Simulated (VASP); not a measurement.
# PtS2 (P-3m1) in VASP: a series of runs, part 2 of 2

VASP 6.6.1. Earlier steps stand in the parts before.

## 4. Single point, PBE (strain -0.025 along x and y, +0.050 along z)

The input, INCAR:

```
PREC = Accurate
ENCUT = 520
EDIFF = 1E-7
ISMEAR = 0
SIGMA = 0.05
LREAL = False
LASPH = True
NELM = 60
ALGO = Normal
ISIF = 2
LWAVE = False
LCHARG = False
GGA = PE
NBANDS = 18
```

The input, KPOINTS:

```
regular mesh
0
Gamma
  12 12 8
```

The input, POSCAR:

```
PtS2
1.0
    3.4546194889      0.0000000000      0.0000000000
   -1.7273097444      2.9917882378      0.0000000000
    0.0000000000      0.0000000000      5.2907400000
Pt S
1 2
Direct
    0.0000000000      0.0000000000      0.0000000000
    0.3333333333      0.6666666667      0.2500000000
    0.6666666667      0.3333333333      0.7500000000
```

Potentials or basis: VASP PAW PBE potentials, release 64 (Pt, S).

The run is started by

```sh
$ cat potpaw_PBE.64/Pt/POTCAR potpaw_PBE.64/S/POTCAR > POTCAR
$ mpirun -np 1 vasp_std > vasp.out
```

OUTCAR:

```text
PREC = Accurate
   ENCUT = 520
   EDIFF = 1E-7
   ISMEAR = 0
   LREAL = False
   LASPH = True
   NELM = 60
   ISIF = 2
   GGA = PE

 ion  position               nearest neighbor table
   1  0.000  0.000  0.000-   2 2.39   3 2.39   2 2.39   3 2.39   3 2.39   2 2.39
   2  0.333  0.667  0.250-   1 2.39   1 2.39   1 2.39
   3  0.667  0.333  0.750-   1 2.39   1 2.39   1 2.39

  LATTYP: Found a hexagonal cell.
 ALAT       =     3.4546194889
 C/A-ratio  =     1.5314971785

  Lattice vectors:

 A1 = (   3.4546194889,   0.0000000000,   0.0000000000)
 A2 = (  -1.7273097444,   2.9917882378,   0.0000000000)
 A3 = (   0.0000000000,   0.0000000000,   5.2907400000)

Analysis of symmetry for initial positions (statically):
=====================================================================
 Subroutine PRICEL returns:
 Original cell was already a primitive cell.

 Routine SETGRP: Setting up the symmetry group for a
 hexagonal supercell.

 Subroutine GETGRP returns: Found 12 space group operations
 (whereof 12 operations were pure point group operations)
 out of a pool of 24 trial point group operations.

The static configuration has the point symmetry D_3d.

Analysis of symmetry for dynamics (positions and initial velocities):
=====================================================================
 Subroutine PRICEL returns:
 Original cell was already a primitive cell.

 Routine SETGRP: Setting up the symmetry group for a
 hexagonal supercell.

 Subroutine GETGRP returns: Found 12 space group operations
 (whereof 12 operations were pure point group operations)
 out of a pool of 24 trial point group operations.

The dynamic configuration has the point symmetry D_3d.

 Subroutine INISYM returns: Found 12 space group operations
 (whereof 12 operations are pure point group operations),
 and found     1 'primitive' translations

----------------------------------------------------------------------------------------

                                     Primitive cell

  volume of cell :      54.6824

  direct lattice vectors                    reciprocal lattice vectors
     3.454619489  0.000000000  0.000000000     0.289467481  0.167124128  0.000000000
    -1.727309744  2.991788238  0.000000000     0.000000000  0.334248256  0.000000000
     0.000000000  0.000000000  5.290740000     0.000000000  0.000000000  0.189009477

  length of vectors
     3.454619489  3.454619489  5.290740000     0.334248256  0.334248256  0.189009477

  position of ions in fractional coordinates (direct lattice)
     0.000000000  0.000000000  0.000000000
     0.333333333  0.666666667  0.250000000
     0.666666667  0.333333333  0.750000000

  ion indices of the primitive-cell ions
   primitive index   ion index
                 1           1
                 2           2
                 3           3

----------------------------------------------------------------------------------------

 KPOINTS: regular mesh

Automatic generation of k-mesh.
 Grid dimensions read from file:
 generate k-points for:   12   12    8

 Generating k-lattice:

  Cartesian coordinates                     Fractional coordinates (reciprocal lattice)
     0.024122290  0.013927011  0.000000000     0.083333333  0.000000000  0.000000000
     0.000000000  0.027854021  0.000000000     0.000000000  0.083333333  0.000000000
     0.000000000  0.000000000  0.023626185     0.000000000  0.000000000  0.125000000

  Length of vectors
     0.027854021  0.027854021  0.023626185

  Shift w.r.t. Gamma in fractional coordinates (k-lattice)
     0.000000000  0.000000000  0.000000000

 Subroutine IBZKPT returns following result:
 ===========================================

 Found    131 irreducible k-points:

 Following reciprocal coordinates:
            Coordinates               Weight
  0.000000  0.000000  0.000000      1.000000
  0.083333  0.000000  0.000000      6.000000
  0.166667  0.000000  0.000000      6.000000
  0.250000 -0.000000  0.000000      6.000000
  0.333333  0.000000  0.000000      6.000000
  0.416667 -0.000000  0.000000      6.000000
[... 16 lines left out ...]
  0.166667  0.000000  0.125000      6.000000
  0.000000  0.166667  0.125000      6.000000
 [... further k-points ...]
   k-points           NKPTS =    131   k-points in BZ     NKDIM =    131   number of bands    NBANDS=     18
   number of dos      NEDOS =    301   number of ions     NIONS =      3
   total plane-waves  NPLWV =  31360
   dimension x,y,z NGX =    28 NGY =   28 NGZ =   40
   dimension x,y,z NGXF=    56 NGYF=   56 NGZF=   80
   ions per type =               1   2
   NGX,Y,Z   is equivalent  to a cutoff of  13.47, 13.47, 12.57 a.u.
   NGXF,Y,Z  is equivalent  to a cutoff of  26.95, 26.95, 25.14 a.u.
 SYSTEM =  unknown system
   PREC   = accura    normal or accurate (medium, high low for compatibility)
   ISTART =      0    job   : 0-new  1-cont  2-samecut
   ICHARG =      2    charge: 1-file 2-atom 10-const
   ISPIN  =      1    spin polarized calculation?
   LNONCOLLINEAR =      F non collinear calculations
   LSORBIT =      F    spin-orbit coupling
   LASPH  =      T    aspherical Exc in radial PAW
   ENCUT  =  520.0 eV  38.22 Ry    6.18 a.u.   6.42  6.42  9.84*2*pi/ulx,y,z
   NELM   =     60;   NELMIN=  2; NELMDL= -5     # of ELM steps
   EDIFF  = 0.1E-06   stopping-criterion for ELM
   LREAL  =      F    real-space projection
   EDIFFG = 0.1E-05   stopping-criterion for IOM
   NSW    =      0    number of steps for IOM
   IBRION =     -1    ionic relax: 0-MD 1-quasi-New 2-CG
   NFREE  =      0    steps in history (QN), initial steepest desc. (CG)
   ISIF   =      2    stress and relaxation
   ISYM   =      2    0-nonsym 1-usesym 2-fastsym
   POTIM  = 0.5000    time-step for ionic-motion
   TEBEG  =    0.0;   TEEND  =   0.0 temperature during run
   PSTRESS=    0.0 pullay stress
   NELECT =      22.0000    total number of electrons
   NUPDOWN=      -1.0000    fix difference up-down
   EMIN   =  10.00;   EMAX   =-10.00  energy-range for DOS
   EFERMI =   0.00;   METHOD = LEGACY
   ISMEAR =     0;   SIGMA  =   0.05  broadening in eV -4-tet -1-fermi 0-gaus
   EFERMI_NEDOS =   21; number of points for ismear=-14 and -15
   IALGO  =     38    algorithm
   IMIX   =      4    mixing-type and parameters
     AMIX     =   0.40;   BMIX     =  1.00
     AMIX_MAG =   1.60;   BMIX_MAG =  1.00
  volume/ion in A,a.u.               =      18.23       123.00
  Fermi-wavevector in a.u.,A,eV,Ry     =   1.208555  2.283839 19.872753  1.460606
  Thomas-Fermi vector in A             =   2.344160
   LORBIT       =      0    0 simple, 1 ext, 2 COOP (PROOUT), +10 PAW based schemes
   GGA     = PE    functional components
   LHFCALC =     F    Hartree Fock is set to
   AEXX    =    0.0000 exact exchange contribution
   IVDW    =     0    specifies the selected vdW correction
   LEPSILON=     F    determine dielectric tensor
   LRPA    =     F    only Hartree local field effects (RPA)
 non-spin polarized calculation
 Gauss-broadening in eV      SIGMA  =   0.05
  energy-cutoff  :      520.00
  volume of cell :       54.68
 maximum number of plane-waves:      1492
 NGX is ok and might be reduce to    28
   NGX = 13   NGY = 13   NGZ = 19

 number of electron      22.0000004 magnetization

 Free energy of the ion-electron system (eV)
  ---------------------------------------------------
  ext. energy  EPLUGINS =         0.00000000
  ---------------------------------------------------
  free energy    TOTEN  =       -15.27043236 eV

  energy without entropy =      -15.27043236  energy(sigma->0) =      -15.27043236

 E-fermi :   6.8796     XC(G=0): -10.6796

 val. band max:        6.6662919382   @ k =   0.0000   0.1667   0.2500
 cond. band min:       7.4195444475   @ k =   0.2500   0.2500   0.0000
 fundamental gap:      0.7532525092
 Fermi energy:         6.8796190050

 k-point     1 :       0.0000    0.0000    0.0000
  band No.  band energies     occupation
      1      -8.3899      2.00000
      2      -5.8377      2.00000
      3      -0.3482      2.00000
      4       0.5768      2.00000
      5       0.5768      2.00000
      6       3.0622      2.00000
[... 10 lines left out ...]
     17      15.1786      0.00000
     18      19.2942      0.00000
[... 463 lines left out ...]
 k-point    24 :       0.0000    0.1667    0.1250
  band No.  band energies     occupation
      1      -7.9904      2.00000
      2      -5.9934      2.00000
      3       0.0496      2.00000
      4       0.7503      2.00000
      5       0.8040      2.00000
      6       2.4002      2.00000
[... 10 lines left out ...]
     17      16.2851      0.00000
     18      16.4609      0.00000

 [... further k-points ...]
[... 5 lines left out ...]
  --------------------------------------------------------------------------------------
  -------------------------------------------------------------------------------------
  Total        2.4875098      2.4875098     -0.3029183      0.0000000      0.0000000      0.0000000
  in kB       72.8832789     72.8832789     -8.8754149      0.0000000      0.0000000      0.0000000
  external PRESSURE =      45.6303810 kB  Pullay stress =       0.0000000 kB

 VOLUME and BASIS-vectors are now :
 -----------------------------------------------------------------------------
  energy-cutoff  :      520.00
  volume of cell :       54.68
      direct lattice vectors                 reciprocal lattice vectors
     3.454619489  0.000000000  0.000000000     0.289467481  0.167124128  0.000000000
    -1.727309744  2.991788238  0.000000000     0.000000000  0.334248256  0.000000000
     0.000000000  0.000000000  5.290740000     0.000000000  0.000000000  0.189009477

 POSITION                                       TOTAL-FORCE (eV/Angst)
 -----------------------------------------------------------------------------------
      0.00000      0.00000      0.00000        -0.000000      0.000000      0.000000
     -0.00000      1.99453      1.32269         0.000000      0.000000     -0.537654
      1.72731      0.99726      3.96806        -0.000000     -0.000000      0.537654
 -----------------------------------------------------------------------------------
    total drift:                               -0.000000     -0.000000     -0.000000

  FREE ENERGIE OF THE ION-ELECTRON SYSTEM (eV)
  ---------------------------------------------------
  free  energy   TOTEN  =       -15.2704323608 eV

  energy  without entropy=      -15.2704323608  energy(sigma->0) =      -15.27043236
```

stdout:

```text
POSCAR found type information on POSCAR PtS
 POSCAR found :  2 types and       3 ions
 scaLAPACK will be used
 LDA part: xc-table for (Slater+PW92), standard interpolation
 POSCAR, INCAR and KPOINTS ok, starting setup
 FFT: planning ... GRIDC
 FFT: planning ... GRID_SOFT
 FFT: planning ... GRID
 WAVECAR not read
 entering main loop
```

It took 65 s on 1 thread of AMD EPYC 9R45 (Zen 5), shared host; peak memory 0.23 GiB.

What came out:

| Quantity | Value |
| --- | --- |
| Free energy | -15.2704 eV |
| Pressure | 4.6 GPa |
| Largest force | 0.538 eV/Å |
| Band gap on the k mesh | 0.75 eV, indirect (least direct gap 0.94 eV) |

Forces on the atoms (eV/Å):
```
Pt   0.000  0.000  0.000
S    0.000  0.000 -0.538
S    0.000  0.000  0.538
```

Stress tensor (GPa, compression positive):
```
 7.29  0.00  0.00
 0.00  7.29  0.00
 0.00  0.00 -0.89
```

Caveat: the cell differs from its parent crystal (strain -0.025 along x and y, +0.050 along z); spin-orbit coupling is left out, which moves the levels of the heavy elements. A k mesh can miss the band edges.

## 5. Summary

| cell | gap on the mesh (eV) | pressure (GPa) | largest force (eV/Å) |
| --- | --- | --- | --- |
| a = 3.543, b = 3.543, c = 4.913 Å, angles 90.0, 90.0, 120.0°, 3 atoms | 0.49 | 4.8 | - |
| a = 3.455, b = 3.455, c = 5.165 Å, angles 90.0, 90.0, 120.0°, 3 atoms | 0.73 | 7.7 | 0.16 |
| a = 3.455, b = 3.455, c = 5.291 Å, angles 90.0, 90.0, 120.0°, 3 atoms | 0.75 | 4.6 | 0.54 |

Alike in all rows: task single point; level PBE; potentials or basis VASP PAW PBE potentials, release 64 (Pt, S); no spin polarisation; k mesh 12 × 12 × 8; cutoff (eV) 520; smearing gaussian 0.05 eV.

Caveats: spin-orbit coupling is left out, which moves the levels of the heavy elements.

Total energies depend on the potentials used, so only differences within one code and one set of settings carry meaning.
